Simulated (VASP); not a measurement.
Wanted: the native input for a VASP 6.6.1 run.

```
Task                   : single point
Functional             : PBE
Potentials or basis    : VASP PAW PBE potentials, release 64 (As)
Cutoff                 : 520 eV
k mesh                 : 16 × 16 × 16
Occupations            : fermi-dirac, width 0.1 eV
Spin                   : no spin polarisation
Dipole correction      : no
Further INCAR settings : ALGO = Normal; EDIFF = 1e-06; NBANDS = 12
```

The structure of As lies in POSCAR:

```
As
1.0
    1.8778833262      1.0841964439      3.5593963814
   -1.8778833262      1.0841964439      3.5593963814
    0.0000000000     -2.1683928877      3.5593963814
As
2
Direct
    0.7737100447      0.7737100447      0.7737100447
    0.2262899553      0.2262899553      0.2262899553
```

One way to write it, as run:

INCAR

```
SYSTEM = As
PREC = Accurate ; ENCUT = 520
EDIFF = 1E-6 ; ISMEAR = -1
SIGMA = 0.1 ; LREAL = .False.
LASPH = .True. ; NELM = 100
ALGO = Normal ; ISIF = 2
LWAVE = .False. ; LCHARG = .False.
GGA = PE ; NBANDS = 12
```

KPOINTS

```
regular mesh
0
Gamma
  16 16 16
  0 0 0
```

Potentials or basis: VASP PAW PBE potentials, release 64 (As).

Command:

```console
$ cat potpaw_PBE.64/As/POTCAR > POTCAR
$ mpirun -np 1 vasp_std > vasp.out
```

It gave:

```json
{"Pressure": "3.4 GPa", "Largest force": "0.320 eV/Å", "Band gap on the k mesh": "zero (bands 5 and 6 overlap by 0.61 eV)"}
```

Caveat: the cell stands under pressure.

Wall time 83 s on 1 thread of Intel(R) Xeon(R) Platinum 8259CL CPU @ 2.50GHz (Skylake/Cascade Lake) (shared host), peak memory 0.31 GiB.
